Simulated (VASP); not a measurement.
# Si2Mo (MoSi2 type) (I4/mmm) in VASP: notebook, part 2 of 2

VASP 6.6.1. The steps go on from the part before.

### Step 4. Single point, PBE (9.50 Å³/atom)

This run uses another cell than the first one, of 9.50 Å³/atom.

INCAR

```
SYSTEM = Si2Mo
ALGO = Normal
EDIFF = 1E-6
ENCUT = 520
GGA = PE
ISIF = 2
ISMEAR = -1
LASPH = .TRUE.
LCHARG = .FALSE.
LREAL = .FALSE.
LWAVE = .FALSE.
NBANDS = 18
NELM = 100
PREC = Accurate
SIGMA = 0.08
```

KPOINTS

```
k-points
0
G
  16 16 16
  0 0 0
```

POSCAR

```
Si2Mo
1.0
   -1.4279975698      1.4279975698      3.4954377241
    1.4279975698     -1.4279975698      3.4954377241
    1.4279975698      1.4279975698     -3.4954377241
Mo Si
1 2
Direct
    0.0000000000      0.0000000000      0.0000000000
    0.3350797548      0.3350797548      0.0000000000
   -0.3350797548     -0.3350797548      0.0000000000
```

Potentials or basis: VASP PAW PBE potentials, release 64 (Mo_sv, Si).

The run is started by

```sh
cat potpaw_PBE.64/Mo_sv/POTCAR potpaw_PBE.64/Si/POTCAR > POTCAR
mpirun -np 1 vasp_std > vasp.out
```

OUTCAR:

```text
SYSTEM = Si2Mo
   EDIFF = 1E-6
   ENCUT = 520
   GGA = PE
   ISIF = 2
   ISMEAR = -1
   LASPH = .TRUE.
   LREAL = .FALSE.
   NELM = 100
   PREC = Accurate

 ion  position               nearest neighbor table
   1  0.000  0.000  0.000-   3 2.33   3 2.33   3 2.33   2 2.33   3 2.33   2 2.33   2 2.33   2 2.33
                             2 2.34   3 2.34
   2  0.335  0.335  0.000-   3 2.31   1 2.33   1 2.33   1 2.33   1 2.33   1 2.34   3 2.34   3 2.34
                             3 2.34   3 2.34
   3  0.665  0.665  0.000-   2 2.31   1 2.33   1 2.33   1 2.33   1 2.33   1 2.34   2 2.34   2 2.34
                             2 2.34   2 2.34

  LATTYP: Found a body centered tetragonal cell.
 ALAT       =     2.8559951396
 C/A-ratio  =     2.4477896868

  Lattice vectors:

 A1 = (  -1.4279975698,   1.4279975698,   3.4954377241)
 A2 = (   1.4279975698,  -1.4279975698,   3.4954377241)
 A3 = (   1.4279975698,   1.4279975698,  -3.4954377241)

Analysis of symmetry for initial positions (statically):
=====================================================================
 Subroutine PRICEL returns:
 Original cell was already a primitive cell.

 Routine SETGRP: Setting up the symmetry group for a
 body centered tetragonal supercell.

 Subroutine GETGRP returns: Found 16 space group operations
 (whereof 16 operations were pure point group operations)
 out of a pool of 16 trial point group operations.

The static configuration has the point symmetry D_4h.

Analysis of symmetry for dynamics (positions and initial velocities):
=====================================================================
 Subroutine PRICEL returns:
 Original cell was already a primitive cell.

 Routine SETGRP: Setting up the symmetry group for a
 body centered tetragonal supercell.

 Subroutine GETGRP returns: Found 16 space group operations
 (whereof 16 operations were pure point group operations)
 out of a pool of 16 trial point group operations.

The dynamic configuration has the point symmetry D_4h.

 Subroutine INISYM returns: Found 16 space group operations
 (whereof 16 operations are pure point group operations),
 and found     1 'primitive' translations

----------------------------------------------------------------------------------------

                                     Primitive cell

  volume of cell :      28.5113

  direct lattice vectors                    reciprocal lattice vectors
    -1.427997570  1.427997570  3.495437724     0.000000000  0.350140652  0.143043601
     1.427997570 -1.427997570  3.495437724     0.350140652  0.000000000  0.143043601
     1.427997570  1.427997570 -3.495437724     0.350140652  0.350140652  0.000000000

  length of vectors
     4.036884814  4.036884814  4.036884814     0.378232664  0.378232664  0.495173659

  position of ions in fractional coordinates (direct lattice)
     0.000000000  0.000000000  0.000000000
     0.335079755  0.335079755  0.000000000
     0.664920245  0.664920245  0.000000000

  ion indices of the primitive-cell ions
   primitive index   ion index
                 1           1
                 2           2
                 3           3

----------------------------------------------------------------------------------------

 KPOINTS: k-points

Automatic generation of k-mesh.
 Grid dimensions read from file:
 generate k-points for:   16   16   16

 Generating k-lattice:

  Cartesian coordinates                     Fractional coordinates (reciprocal lattice)
     0.000000000  0.021883791  0.008940225     0.062500000  0.000000000  0.000000000
     0.021883791  0.000000000  0.008940225     0.000000000  0.062500000  0.000000000
     0.021883791  0.021883791  0.000000000     0.000000000  0.000000000  0.062500000

  Length of vectors
     0.023639541  0.023639541  0.030948354

  Shift w.r.t. Gamma in fractional coordinates (k-lattice)
     0.000000000  0.000000000  0.000000000

 Subroutine IBZKPT returns following result:
 ===========================================

 Found    349 irreducible k-points:

 Following reciprocal coordinates:
            Coordinates               Weight
  0.000000  0.000000  0.000000      1.000000
  0.062500  0.000000 -0.000000      8.000000
  0.125000  0.000000 -0.000000      8.000000
  0.187500  0.000000 -0.000000      8.000000
  0.250000  0.000000 -0.000000      8.000000
  0.312500  0.000000 -0.000000      8.000000
[... 16 lines left out ...]
 -0.125000  0.062500  0.000000     16.000000
 -0.062500  0.062500  0.000000      4.000000
 [... further k-points ...]
   k-points           NKPTS =    349   k-points in BZ     NKDIM =    349   number of bands    NBANDS=     18
   number of dos      NEDOS =    301   number of ions     NIONS =      3
   total plane-waves  NPLWV =  27000
   dimension x,y,z NGX =    30 NGY =   30 NGZ =   30
   dimension x,y,z NGXF=    60 NGYF=   60 NGZF=   60
   ions per type =               1   2
   NGX,Y,Z   is equivalent  to a cutoff of  12.35, 12.35, 12.35 a.u.
   NGXF,Y,Z  is equivalent  to a cutoff of  24.71, 24.71, 24.71 a.u.
 SYSTEM =  Si2Mo
   PREC   = accura    normal or accurate (medium, high low for compatibility)
   ISTART =      0    job   : 0-new  1-cont  2-samecut
   ICHARG =      2    charge: 1-file 2-atom 10-const
   ISPIN  =      1    spin polarized calculation?
   LNONCOLLINEAR =      F non collinear calculations
   LSORBIT =      F    spin-orbit coupling
   LASPH  =      T    aspherical Exc in radial PAW
   ENCUT  =  520.0 eV  38.22 Ry    6.18 a.u.   7.51  7.51  7.51*2*pi/ulx,y,z
   NELM   =    100;   NELMIN=  2; NELMDL= -5     # of ELM steps
   EDIFF  = 0.1E-05   stopping-criterion for ELM
   LREAL  =      F    real-space projection
   EDIFFG = 0.1E-04   stopping-criterion for IOM
   NSW    =      0    number of steps for IOM
   IBRION =     -1    ionic relax: 0-MD 1-quasi-New 2-CG
   NFREE  =      0    steps in history (QN), initial steepest desc. (CG)
   ISIF   =      2    stress and relaxation
   ISYM   =      2    0-nonsym 1-usesym 2-fastsym
   POTIM  = 0.5000    time-step for ionic-motion
   TEBEG  =    0.0;   TEEND  =   0.0 temperature during run
   PSTRESS=    0.0 pullay stress
   NELECT =      22.0000    total number of electrons
   NUPDOWN=      -1.0000    fix difference up-down
   EMIN   =  10.00;   EMAX   =-10.00  energy-range for DOS
   EFERMI =   0.00;   METHOD = LEGACY
   ISMEAR =    -1;   SIGMA  =   0.08  broadening in eV -4-tet -1-fermi 0-gaus
   EFERMI_NEDOS =   21; number of points for ismear=-14 and -15
   IALGO  =     38    algorithm
   IMIX   =      4    mixing-type and parameters
     AMIX     =   0.40;   BMIX     =  1.00
     AMIX_MAG =   1.60;   BMIX_MAG =  1.00
  volume/ion in A,a.u.               =       9.50        64.13
  Fermi-wavevector in a.u.,A,eV,Ry     =   1.501563  2.837543 30.676940  2.254691
  Thomas-Fermi vector in A             =   2.612917
   LORBIT       =      0    0 simple, 1 ext, 2 COOP (PROOUT), +10 PAW based schemes
   GGA     = PE    functional components
   LHFCALC =     F    Hartree Fock is set to
   AEXX    =    0.0000 exact exchange contribution
   IVDW    =     0    specifies the selected vdW correction
   LEPSILON=     F    determine dielectric tensor
   LRPA    =     F    only Hartree local field effects (RPA)
 non-spin polarized calculation
  energy-cutoff  :      520.00
  volume of cell :       28.51
 maximum number of plane-waves:       787
   NGX = 15   NGY = 15   NGZ = 15

 number of electron      22.0000000 magnetization

 Free energy of the ion-electron system (eV)
  ---------------------------------------------------
  ext. energy  EPLUGINS =         0.00000000
  ---------------------------------------------------
  free energy    TOTEN  =       -18.78888722 eV

  energy without entropy =      -18.78437699  energy(sigma->0) =      -18.78663210

 E-fermi :  18.0754     XC(G=0): -14.1483

 val. band max:       18.0521377596   @ k =  -0.4375  -0.4375   0.2500
 cond. band min:      18.0848555825   @ k =  -0.4375   0.5000   0.2500
 fundamental gap:      0.0327178229
 Fermi energy:        18.0754045446

 k-point     1 :       0.0000    0.0000    0.0000
  band No.  band energies     occupation
      1     -42.2443      2.00000
      2     -16.7576      2.00000
      3     -16.3347      2.00000
      4     -16.3347      2.00000
      5       1.9624      2.00000
      6       9.3275      2.00000
[... 481 lines left out ...]
      5       2.1310      2.00000
      6       9.4928      2.00000
[... 10 lines left out ...]
     17      25.7105      0.00000
     18      26.4298      0.00000

 [... further k-points ...]

------------------------ aborting loop because EDIFF is reached ----------------------------------------

  FORCE on cell =-STRESS in cart. coord.  units (eV):
  Direction    XX          YY          ZZ          XY          YZ          ZX
  --------------------------------------------------------------------------------------
  -------------------------------------------------------------------------------------
  Total       27.0191053     27.0191053     31.1162967      0.0000000      0.0000000      0.0000000
  in kB     1518.3260687   1518.3260687   1748.5658391      0.0000000      0.0000000      0.0000000
  external PRESSURE =    1595.0726588 kB  Pullay stress =       0.0000000 kB

 VOLUME and BASIS-vectors are now :
 -----------------------------------------------------------------------------
  energy-cutoff  :      520.00
  volume of cell :       28.51
      direct lattice vectors                 reciprocal lattice vectors
    -1.427997570  1.427997570  3.495437724     0.000000000  0.350140652  0.143043601
     1.427997570 -1.427997570  3.495437724     0.350140652  0.000000000  0.143043601
     1.427997570  1.427997570 -3.495437724     0.350140652  0.350140652  0.000000000

 POSITION                                       TOTAL-FORCE (eV/Angst)
 -----------------------------------------------------------------------------------
      0.00000      0.00000      0.00000         0.000000      0.000000      0.000000
      0.00000      0.00000      2.34250        -0.000000     -0.000000     -1.168393
      0.00000      0.00000      4.64837        -0.000000     -0.000000      1.168393
 -----------------------------------------------------------------------------------
    total drift:                               -0.000000     -0.000000      0.000000

  FREE ENERGIE OF THE ION-ELECTRON SYSTEM (eV)
  ---------------------------------------------------
  free  energy   TOTEN  =       -18.7888872161 eV

  energy  without entropy=      -18.7843769938  energy(sigma->0) =      -18.78663210
```

stdout:

```text
POSCAR found type information on POSCAR MoSi
 POSCAR found :  2 types and       3 ions
 scaLAPACK will be used
 LDA part: xc-table for (Slater+PW92), standard interpolation
 POSCAR, INCAR and KPOINTS ok, starting setup
 FFT: planning ... GRIDC
 FFT: planning ... GRID_SOFT
 FFT: planning ... GRID
 WAVECAR not read
 entering main loop
```

It took 2.1 min on 1 thread of AMD EPYC 9R45 (Zen 5), shared host; peak memory 0.27 GiB.

What came out:

| Quantity | Value |
| --- | --- |
| Free energy | -18.7889 eV |
| Pressure | 159.5 GPa |
| Largest force | 1.168 eV/Å |
| Band gap on the k mesh | zero (bands 11 and 12 overlap by 1.10 eV) |

Forces in eV/Å, atoms in the order of the input:
```
Mo   0.000  0.000  0.000
Si   0.000  0.000 -1.168
Si   0.000  0.000  1.168
```

Levels at points of the mesh, in eV from the Fermi level:
```
           k point  band 8  band 9  band 10  band 11  band 12  band 13  band 14  band 15
(0.00, 0.00, 0.00)   -3.64   -3.64    -2.54     0.53     1.74     4.84     4.84     5.89
(0.50, 0.00, 0.00)   -5.21   -3.92    -3.74    -1.07     3.77     3.91     4.83     6.64
(0.50, 0.50, 0.00)   -5.71   -4.80    -4.64    -0.65     3.86     4.59     4.66     5.02
(0.50, 0.50, 0.50)   -3.29   -0.89    -0.89    -0.14    -0.14     0.81     6.34     6.47
```

Caveat: the stress differs along the axes, from 152 to 175 GPa; forces of over 1 eV/Å act on the atoms, so gaps and moduli don't describe the material at rest.

The gap in the log of VASP goes by the Fermi energy; the results here count the filled bands.